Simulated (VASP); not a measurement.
## Co: single point with revPBE

Co:

```xyz
1
Lattice="2.4198 0.0000 0.0000 0.0000 2.4198 0.0000 0.0000 0.0000 2.4198" Properties=species:S:1:pos:R:3 pbc="T T T"
Co    0.0000    0.0000    0.0000
```

This cell differs from its parent crystal: volume scaled by 1.08.

```yaml
Program: VASP 6.6.1
Task: single point
Functional: revPBE
Potentials_or_basis: VASP PAW PBE potentials, release 64 (Co)
Cutoff: 520 eV
k_mesh: 15 × 15 × 15
Occupations: fermi-dirac, width 0.05 eV
Spin: collinear spin, ferromagnetic start
Starting_moments: "[1.933] μB"
```

```
Pressure                                              : -9.2 GPa
Net moment                                            : 1.93 μB per cell
Site moments                                          : Co +1.95 μB
Valence electrons inside the program's atomic spheres : Co 8.02
```

Levels at points of the mesh, in eV from the Fermi level:
Spin up:
```
           k point  band 4  band 5  band 6  band 7  band 8  band 9
(0.00, 0.00, 0.00)   -1.42   -1.42   -1.42   17.62   17.62   17.62
```
Spin down:
| k point | band 1 | band 2 | band 3 | band 4 | band 5 | band 6 | band 7 | band 8 |
| --- | --- | --- | --- | --- | --- | --- | --- | --- |
| (0.00, 0.00, 0.00) | -7.58 | -2.67 | -2.67 | 1.05 | 1.05 | 1.05 | 17.98 | 17.98 |

Wall time 52 s on 1 thread of Intel(R) Xeon(R) Platinum 8375C CPU @ 2.90GHz (Ice Lake), on a shared host, peak memory 0.15 GiB.

Caveat: the PAW data sets were made with another functional, which shifts forces and pressure a little.
